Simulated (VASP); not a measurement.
A run of VASP 6.6.1 is set up as follows.

The input INCAR:

```
SYSTEM = I
ALGO = Normal ; EDIFF = 1E-6
ENCUT = 520 ; ISIF = 2
ISMEAR = -1 ; LASPH = .True.
LCHARG = .False. ; LREAL = .False.
LWAVE = .False. ; NBANDS = 14
NELM = 60 ; PREC = Accurate
SIGMA = 0.05
```

Contents of KPOINTS:

```
k-points
0
Gamma
  6 6 4
  0 0 0
```

POSCAR

```
I
1.0
    4.0229000000      0.0000000000      0.0000000000
    0.0000000000      4.0229000000      0.0000000000
    0.0000000000      0.0000000000      5.6506000000
I
2
Direct
    0.0000000000      0.5000000000      0.2913000000
    0.5000000000      0.0000000000      0.7087000000
```

Potentials or basis: VASP PAW LDA potentials, release 64 (I).

Run with:

```bash
$ cat potpaw_LDA.64/I/POTCAR > POTCAR
$ mpirun -np 1 vasp_std > vasp.out
```

(1) Predict the pressure.

(2) What does it give for the band gap on the k mesh?

(3) Predict the largest force.

## Answers

(1) -4.6 GPa.

(2) zero (band 7 reaches 2.08 eV, above the bottom of band 8 at 0.32 eV).

(3) 0.208 eV/Å.

Caveat: spin-orbit coupling is left out, which moves the levels of the heavy elements.
